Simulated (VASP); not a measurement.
# CaO (R-3m) in VASP: a series of runs

Runs on CaO. Level: r2SCAN. Tasks: single point.

Program: VASP 6.6.1. These are calculated values, not measurements. Logs are shortened: lines on timing, memory, paths and dates and some standing lists are left out, and cuts for length are marked.

## 1. The cell of the first run

The structure is trigonal, space group R-3m (No. 166). Conventional cell: a = 3.357 Å, b = 3.357 Å, c = 8.353 Å, α = 90.00°, β = 90.00°, γ = 120.00°. Ca (site symmetry -3m) has 6 O at 2.39 Å within 3.2 Å. O (site symmetry -3m) has 6 Ca at 2.39 Å within 3.2 Å.

## 2. Single point, r2SCAN (epitaxial 111 strain -1.0%)

The input, POSCAR:

```
CaO
1.0
    0.0252122137      2.3987868261      2.3987868261
    2.3987868261      0.0252122137      2.3987868261
    2.3987868261      2.3987868261      0.0252122137
Ca O
1 1
Direct
    0.0000000000      0.0000000000      0.0000000000
    0.5000000000      0.5000000000      0.5000000000
```

The input, INCAR.step1:

```
ALGO = Normal
EDIFF = 1E-4
ENCUT = 520
GGA = PE
ISMEAR = 0
LASPH = T
LCHARG = F
LREAL = F
LWAVE = T
NBANDS = 15
NELM = 80
PREC = Accurate
SIGMA = 0.01
```

The input, INCAR.step2:

```
ALGO = Normal
EDIFF = 1E-6
ENCUT = 520
ISIF = 2
ISMEAR = 0
ISTART = 1
LASPH = T
LCHARG = T
LELF = T
LMIXTAU = T
LREAL = F
LVHAR = T
LWAVE = F
METAGGA = R2SCAN
NBANDS = 15
NELM = 80
PREC = Accurate
SIGMA = 0.01
```

The input, KPOINTS:

```
k-points
0
Gamma
  10 10 10
```

Potentials or basis: VASP PAW PBE potentials, release 64 (Ca_sv, O).

On the command line:

```
cat potpaw_PBE.64/Ca_sv/POTCAR potpaw_PBE.64/O/POTCAR > POTCAR
cp INCAR.step1 INCAR
mpirun -np 1 vasp_std > vasp.out
cp INCAR.step2 INCAR
mpirun -np 1 vasp_std > vasp.out
```

OUTCAR:

```text
EDIFF = 1E-6
   ENCUT = 520
   ISIF = 2
   ISMEAR = 0
   ISTART = 1
   LASPH = T
   LREAL = F
   METAGGA = R2SCAN
   NELM = 80
   PREC = Accurate

 ion  position               nearest neighbor table
   1  0.000  0.000  0.000-   2 2.39   2 2.39   2 2.39   2 2.39   2 2.39   2 2.39
   2  0.500  0.500  0.500-   1 2.39   1 2.39   1 2.39   1 2.39   1 2.39   1 2.39

  LATTYP: Found a trigonal (rhomboedric) cell.
 ALAT       =     3.3924905497
 COS(alpha) =     0.5104822058

  Lattice vectors:

 A1 = (   0.0252122137,   2.3987868261,   2.3987868261)
 A2 = (   2.3987868261,   0.0252122137,   2.3987868261)
 A3 = (   2.3987868261,   2.3987868261,   0.0252122137)

Analysis of symmetry for initial positions (statically):
=====================================================================
 Subroutine PRICEL returns:
 Original cell was already a primitive cell.

 Routine SETGRP: Setting up the symmetry group for a
 trigonal (rhombohedral) supercell.

 Subroutine GETGRP returns: Found 12 space group operations
 (whereof 12 operations were pure point group operations)
 out of a pool of 12 trial point group operations.

The static configuration has the point symmetry D_3d.

Analysis of symmetry for dynamics (positions and initial velocities):
=====================================================================
 Subroutine PRICEL returns:
 Original cell was already a primitive cell.

 Routine SETGRP: Setting up the symmetry group for a
 trigonal (rhombohedral) supercell.

 Subroutine GETGRP returns: Found 12 space group operations
 (whereof 12 operations were pure point group operations)
 out of a pool of 12 trial point group operations.

The dynamic configuration has the point symmetry D_3d.

 Subroutine INISYM returns: Found 12 space group operations
 (whereof 12 operations are pure point group operations),
 and found     1 'primitive' translations

----------------------------------------------------------------------------------------

                                     Primitive cell

  volume of cell :      27.1709

  direct lattice vectors                    reciprocal lattice vectors
     0.025212214  2.398786826  2.398786826    -0.211753977  0.209551507  0.209551507
     2.398786826  0.025212214  2.398786826     0.209551507 -0.211753977  0.209551507
     2.398786826  2.398786826  0.025212214     0.209551507  0.209551507 -0.211753977

  length of vectors
     3.392490550  3.392490550  3.392490550     0.364229893  0.364229893  0.364229893

  position of ions in fractional coordinates (direct lattice)
     0.000000000  0.000000000  0.000000000
     0.500000000  0.500000000  0.500000000

  ion indices of the primitive-cell ions
   primitive index   ion index
                 1           1
                 2           2

----------------------------------------------------------------------------------------

 KPOINTS: k-points

Automatic generation of k-mesh.
 Grid dimensions read from file:
 generate k-points for:   10   10   10

 Generating k-lattice:

  Cartesian coordinates                     Fractional coordinates (reciprocal lattice)
    -0.021175398  0.020955151  0.020955151     0.100000000  0.000000000 -0.000000000
     0.020955151 -0.021175398  0.020955151     0.000000000  0.100000000 -0.000000000
     0.020955151  0.020955151 -0.021175398     0.000000000  0.000000000  0.100000000

  Length of vectors
     0.036422989  0.036422989  0.036422989

  Shift w.r.t. Gamma in fractional coordinates (k-lattice)
     0.000000000  0.000000000  0.000000000

 Subroutine IBZKPT returns following result:
 ===========================================

 Found    116 irreducible k-points:

 Following reciprocal coordinates:
            Coordinates               Weight
  0.000000  0.000000  0.000000      1.000000
  0.100000  0.000000 -0.000000      6.000000
  0.200000  0.000000 -0.000000      6.000000
  0.300000 -0.000000 -0.000000      6.000000
  0.400000  0.000000 -0.000000      6.000000
  0.500000  0.000000  0.000000      3.000000
[... 16 lines left out ...]
  0.300000  0.300000 -0.000000      6.000000
  0.400000  0.300000  0.000000     12.000000
 [... further k-points ...]
   k-points           NKPTS =    116   k-points in BZ     NKDIM =    116   number of bands    NBANDS=     15
   number of dos      NEDOS =    301   number of ions     NIONS =      2
   total plane-waves  NPLWV =  21952
   dimension x,y,z NGX =    28 NGY =   28 NGZ =   28
   dimension x,y,z NGXF=    56 NGYF=   56 NGZF=   56
   ions per type =               1   1
   NGX,Y,Z   is equivalent  to a cutoff of  13.72, 13.72, 13.72 a.u.
   NGXF,Y,Z  is equivalent  to a cutoff of  27.44, 27.44, 27.44 a.u.
 SYSTEM =  unknown system
   PREC   = accura    normal or accurate (medium, high low for compatibility)
   ISTART =      1    job   : 0-new  1-cont  2-samecut
   ICHARG =      0    charge: 1-file 2-atom 10-const
   ISPIN  =      1    spin polarized calculation?
   LNONCOLLINEAR =      F non collinear calculations
   LSORBIT =      F    spin-orbit coupling
   LASPH  =      T    aspherical Exc in radial PAW
   ENCUT  =  520.0 eV  38.22 Ry    6.18 a.u.   6.31  6.31  6.31*2*pi/ulx,y,z
   NELM   =     80;   NELMIN=  2; NELMDL=  0     # of ELM steps
   EDIFF  = 0.1E-05   stopping-criterion for ELM
   LREAL  =      F    real-space projection
   EDIFFG = 0.1E-04   stopping-criterion for IOM
   NSW    =      0    number of steps for IOM
   IBRION =     -1    ionic relax: 0-MD 1-quasi-New 2-CG
   NFREE  =      0    steps in history (QN), initial steepest desc. (CG)
   ISIF   =      2    stress and relaxation
   ISYM   =      2    0-nonsym 1-usesym 2-fastsym
   POTIM  = 0.5000    time-step for ionic-motion
   TEBEG  =    0.0;   TEEND  =   0.0 temperature during run
   PSTRESS=    0.0 pullay stress
   NELECT =      16.0000    total number of electrons
   NUPDOWN=      -1.0000    fix difference up-down
   EMIN   =  10.00;   EMAX   =-10.00  energy-range for DOS
   EFERMI =   0.00;   METHOD = LEGACY
   ISMEAR =     0;   SIGMA  =   0.01  broadening in eV -4-tet -1-fermi 0-gaus
   EFERMI_NEDOS =   21; number of points for ismear=-14 and -15
   IALGO  =     38    algorithm
   IMIX   =      4    mixing-type and parameters
     AMIX     =   0.40;   BMIX     =  1.00
     AMIX_MAG =   1.60;   BMIX_MAG =  1.00
  volume/ion in A,a.u.               =      13.59        91.68
  Fermi-wavevector in a.u.,A,eV,Ry     =   1.372188  2.593059 25.618403  1.882900
  Thomas-Fermi vector in A             =   2.497817
   LORBIT       =      0    0 simple, 1 ext, 2 COOP (PROOUT), +10 PAW based schemes
   METAGGA = R2SCAN    functional components
   LHFCALC =     F    Hartree Fock is set to
   AEXX    =    0.0000 exact exchange contribution
   IVDW    =     0    specifies the selected vdW correction
   LEPSILON=     F    determine dielectric tensor
   LRPA    =     F    only Hartree local field effects (RPA)
 non-spin polarized calculation
 Gauss-broadening in eV      SIGMA  =   0.01
  energy-cutoff  :      520.00
  volume of cell :       27.17
 maximum number of plane-waves:       751
 NGX is ok and might be reduce to    28
   NGX = 13   NGY = 13   NGZ = 13

 number of electron      15.9999997 magnetization

 Free energy of the ion-electron system (eV)
  ---------------------------------------------------
  ext. energy  EPLUGINS =         0.00000000
  ---------------------------------------------------
  free energy    TOTEN  =       -19.44557977 eV

  energy without entropy =      -19.44557977  energy(sigma->0) =      -19.44557977

 E-fermi :   2.2019     XC(G=0): -11.1884

 val. band max:        2.1563623654   @ k =   0.0000   0.0000   0.0000
 cond. band min:       6.3182692674   @ k =   0.5000   0.5000  -0.0000
 fundamental gap:      4.1619069020
 Fermi energy:         2.2019328996

 k-point     1 :       0.0000    0.0000    0.0000
  band No.  band energies     occupation
      1     -36.8310      2.00000
      2     -16.7076      2.00000
      3     -16.7064      2.00000
      4     -16.7064      2.00000
      5     -14.3775      2.00000
      6       2.1015      2.00000
      7       2.1564      2.00000
      8       2.1564      2.00000
      9       7.7426      0.00000
     10       8.9406      0.00000
     11       9.0948      0.00000
     12       9.0948      0.00000
     13      10.6782      0.00000
     14      10.6782      0.00000
     15      18.0531      0.00000

 k-point     2 :       0.1000    0.0000   -0.0000
  band No.  band energies     occupation
      1     -36.8202      2.00000
      2     -16.8883      2.00000
      3     -16.7123      2.00000
      4     -16.7123      2.00000
      5     -14.1909      2.00000
      6       1.7982      2.00000
      7       1.9626      2.00000
      8       2.0144      2.00000
      9       8.1965      0.00000
     10       9.0291      0.00000
     11       9.1503      0.00000
     12       9.2771      0.00000
     13      10.9311      0.00000
     14      10.9316      0.00000
     15      18.4907      0.00000

 k-point     3 :       0.2000    0.0000   -0.0000
  band No.  band energies     occupation
      1     -36.7919      2.00000
      2     -17.2763      2.00000
      3     -16.7276      2.00000
      4     -16.7247      2.00000
      5     -13.7894      2.00000
      6       1.0279      2.00000
      7       1.6103      2.00000
      8       1.6723      2.00000
      9       8.9718      0.00000
     10       9.3301      0.00000
     11       9.6617      0.00000
     12       9.7833      0.00000
     13      11.5873      0.00000
     14      11.5900      0.00000
     15      19.1777      0.00000
[... 343 lines left out ...]
 k-point    23 :       0.3000    0.3000   -0.0000
  band No.  band energies     occupation
      1     -36.7356      2.00000
      2     -17.3897      2.00000
      3     -16.8690      2.00000
      4     -16.8632      2.00000
      5     -13.7798      2.00000
      6       0.3838      2.00000
      7       1.7752      2.00000
      8       1.8220      2.00000
      9       7.0543      0.00000
     10      10.1187      0.00000
     11      11.4325      0.00000
     12      11.4970      0.00000
     13      11.5420      0.00000
     14      13.5672      0.00000
     15      20.8318      0.00000

 k-point    24 :       0.4000    0.3000    0.0000
  band No.  band energies     occupation
      1     -36.7138      2.00000
      2     -17.4471      2.00000
      3     -16.9194      2.00000
      4     -16.8924      2.00000
      5     -13.7954      2.00000
      6       0.4571      2.00000
      7       1.6041      2.00000
      8       1.6597      2.00000
      9       7.0212      0.00000
     10      10.6878      0.00000
     11      11.7635      0.00000
     12      11.8311      0.00000
     13      11.9728      0.00000
     14      13.9920      0.00000
     15      19.1373      0.00000

 [... further k-points ...]

------------------------ aborting loop because EDIFF is reached ----------------------------------------

  FORCE on cell =-STRESS in cart. coord.  units (eV):
  Direction    XX          YY          ZZ          XY          YZ          ZX
  --------------------------------------------------------------------------------------
  -------------------------------------------------------------------------------------
  Total        0.4784734      0.4784734      0.4784734     -0.1444915     -0.1444915     -0.1444915
  in kB       28.2139970     28.2139970     28.2139970     -8.5201848     -8.5201848     -8.5201848
  external PRESSURE =      28.2139970 kB  Pullay stress =       0.0000000 kB

 VOLUME and BASIS-vectors are now :
 -----------------------------------------------------------------------------
  energy-cutoff  :      520.00
  volume of cell :       27.17
      direct lattice vectors                 reciprocal lattice vectors
     0.025212214  2.398786826  2.398786826    -0.211753977  0.209551507  0.209551507
     2.398786826  0.025212214  2.398786826     0.209551507 -0.211753977  0.209551507
     2.398786826  2.398786826  0.025212214     0.209551507  0.209551507 -0.211753977

 POSITION                                       TOTAL-FORCE (eV/Angst)
 -----------------------------------------------------------------------------------
      0.00000      0.00000      0.00000         0.000000     -0.000000     -0.000000
      2.41139      2.41139      2.41139        -0.000000      0.000000      0.000000
 -----------------------------------------------------------------------------------
    total drift:                                0.000000      0.000000      0.000000

  FREE ENERGIE OF THE ION-ELECTRON SYSTEM (eV)
  ---------------------------------------------------
  free  energy   TOTEN  =       -19.4455797695 eV

  energy  without entropy=      -19.4455797695  energy(sigma->0) =      -19.44557977
```

It took 7.9 min on 1 thread of Oxide Virtual Turin-like, shared host; peak memory 0.16 GiB.

Results:

* Free energy: -19.4456 eV
* Pressure: 2.8 GPa
* Band gap on the k mesh: 4.16 eV (least direct gap 4.52 eV)

Stress tensor (GPa, compression positive):
```
 2.82 -0.85 -0.85
-0.85  2.82 -0.85
-0.85 -0.85  2.82
```

Levels at points of the mesh, in eV from the valence-band top:
```csv
k point,band 6,band 7,band 8,band 9,band 10,band 11
"(0.00, 0.00, 0.00)",-0.05,0.00,0.00,5.59,6.78,6.94
"(0.50, 0.00, 0.00)",-2.67,-1.32,-1.24,7.78,9.10,9.24
"(0.50, 0.50, 0.00)",-1.30,-0.41,-0.36,4.16,8.90,9.73
"(0.50, 0.50, 0.50)",-2.68,-1.20,-1.20,7.74,9.08,9.08
```

Caveat: the cell differs from its parent crystal (epitaxial 111 strain -1.0%); the PAW data sets were made with another functional, which shifts forces and pressure a little.

## 3. Single point, r2SCAN (epitaxial 111 strain +1.0%)

The input, POSCAR:

```
CaO
1.0
   -0.0253796738      2.3961459408      2.3961459408
    2.3961459408     -0.0253796738      2.3961459408
    2.3961459408      2.3961459408     -0.0253796738
Ca O
1 1
Direct
    0.0000000000      0.0000000000      0.0000000000
    0.5000000000      0.5000000000      0.5000000000
```

The input, INCAR.step1:

```
PREC = Accurate
ENCUT = 520
ISMEAR = 0
SIGMA = 0.01
LREAL = False
LASPH = True
NELM = 100
NBANDS = 15
GGA = PE
ALGO = Normal
EDIFF = 1E-4
LWAVE = True
LCHARG = False
```

The input, INCAR.step2:

```
PREC = Accurate
ENCUT = 520
EDIFF = 1E-6
ISMEAR = 0
SIGMA = 0.01
LREAL = False
LASPH = True
NELM = 100
ALGO = Normal
ISIF = 2
LWAVE = False
LCHARG = False
METAGGA = R2SCAN
LMIXTAU = True
NBANDS = 15
ISTART = 1
```

The input, KPOINTS:

```
regular mesh
0
Gamma
  10 10 10
```

Potentials or basis: VASP PAW PBE potentials, release 64 (Ca_sv, O).

On the command line:

```
cat potpaw_PBE.64/Ca_sv/POTCAR potpaw_PBE.64/O/POTCAR > POTCAR
cp INCAR.step1 INCAR
mpirun -np 1 vasp_std > vasp.out
cp INCAR.step2 INCAR
mpirun -np 1 vasp_std > vasp.out
```

Run time: 8.4 min. Hardware: 1 thread of Oxide Virtual Turin-like, shared host; peak memory 0.17 GiB.

The run converged. Its results:

* Free energy: -19.4518 eV
* Pressure: -0.6 GPa
* Band gap on the k mesh: 4.15 eV (least direct gap 4.54 eV)

Stress tensor (GPa, compression positive):
```
-0.63  0.80  0.80
 0.80 -0.63  0.80
 0.80  0.80 -0.63
```

Levels at points of the mesh, in eV from the valence-band top:
```csv
k point,band 6,band 7,band 8,band 9,band 10,band 11
"(0.00, 0.00, 0.00)",-0.05,-0.05,0.00,5.33,6.74,6.74
"(0.50, 0.00, 0.00)",-2.63,-1.24,-1.16,7.61,8.88,9.03
"(0.50, 0.50, 0.00)",-1.33,-0.44,-0.39,4.15,8.67,9.55
"(0.50, 0.50, 0.50)",-2.62,-1.27,-1.27,7.66,9.03,9.03
```

Caveat: the cell differs from its parent crystal (epitaxial 111 strain +1.0%); the PAW data sets were made with another functional, which shifts forces and pressure a little. A k mesh can miss the band edges.
